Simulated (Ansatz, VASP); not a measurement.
Sb in VASP and in Ansatz

File INCAR:

```
  PREC = Accurate
  ENCUT = 520
  EDIFF = 1E-6
  ISMEAR = -1
  SIGMA = 0.05
  LREAL = False
  LASPH = True
  NELM = 100
  ALGO = Normal
  ISIF = 2
  LWAVE = False
  LCHARG = False
  GGA = PE
  NBANDS = 12
```

The input KPOINTS:

```
Automatic mesh
0
Gamma
  8 8 8
```

POSCAR

```
Sb
1.0
    0.0000000000      3.2710663102      3.2710663102
    3.2710663102      0.0000000000      3.2710663102
    3.2710663102      3.2710663102      0.0000000000
Sb
2
Direct
   -0.1475000000     -0.1175000000     -0.1175000000
    0.1475000000      0.1175000000      0.1175000000
```

Input for Ansatz:

```yaml
crystal:
  lattice:
    - [0.0, 3.2710663102, 3.2710663102]
    - [3.2710663102, 0.0, 3.2710663102]
    - [3.2710663102, 3.2710663102, 0.0]
  atoms:
    - { symbol: Sb, position: [-0.1475, -0.1175, -0.1175] }
    - { symbol: Sb, position: [0.1475, 0.1175, 0.1175] }
kpoints:
  mp_grid: { grid: [8, 8, 8] }
scf:
  occupations: { method: fermi_dirac, width: 0.05 }
hamiltonian:
  xc: pbe
  pseudopotentials: { kind: all_electron, lapw: { basis_error: 0.001 } }
output:
  forces: true
  stress: true
  eigenvalues: true
  populations: true
```

Change from the starting cell: shortest bond scaled by 0.94, LAPW.

Alike in both runs: task single point; functional PBE; k mesh 8 × 8 × 8; occupations fermi-dirac, width 0.05 eV; no spin polarisation.

|  | VASP | Ansatz |
| --- | --- | --- |
| version | VASP 6.6.1 | Ansatz 0.2.0 |
| potentials or method | VASP PAW PBE potentials, release 64 (Sb), cutoff 520 eV | all-electron LAPW, scalar-relativistic |

|  | VASP | Ansatz | Ansatz less VASP |
| --- | --- | --- | --- |
| pressure (GPa) | 10.0 | 9.8 | -0.15 |
| traceless stress, the component that is largest in VASP (GPa) | -3.40 | -3.31 | +0.094 |
| rms of the force components (eV/Å) | 0.649 | 0.630 | -0.0199 |

Atom by atom the forces differ by 0.020 eV/Å (rms over components). Ansatz ran all-electron here, and VASP with PAW potentials.

Neither program's run includes spin-orbit coupling.
